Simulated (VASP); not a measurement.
CdSe:

```xyz
2
Lattice="0.0000 2.8740 2.8740 2.8740 0.0000 2.8740 2.8740 2.8740 0.0000" Properties=species:S:1:pos:R:3 pbc="T T T"
Cd    0.0000    0.0000    0.0000
Se    2.8740    2.8740    2.8740
```

Base run:

| Quantity | Value |
| --- | --- |
| Program | VASP 6.6.1 |
| Functional | revPBE |
| Potentials or basis | VASP PAW PBE potentials, release 64 (Cd, Se) |
| Cutoff | 520 eV |
| k mesh | 8 × 8 × 8 |
| Occupations | fermi-dirac, width 0.05 eV |
| Spin | no spin polarisation |

Its results: band gap on the k mesh zero (bands 9 and 10 overlap by 0.36 eV); pressure 1.6 GPa.

Q: The run is repeated on the same cell with these changes: functional from revPBE to BLYP; cutoff from 520 eV to 500 eV. What comes out?

A: Band gap on the k mesh zero (bands 9 and 10 overlap by 0.52 eV); pressure 4.2 GPa.

Caveats: semilocal functionals underestimate gaps, so a narrow gap can read as zero; the PAW data sets were made with another functional, which shifts forces and pressure a little; the cell stands under pressure (at least some runs).
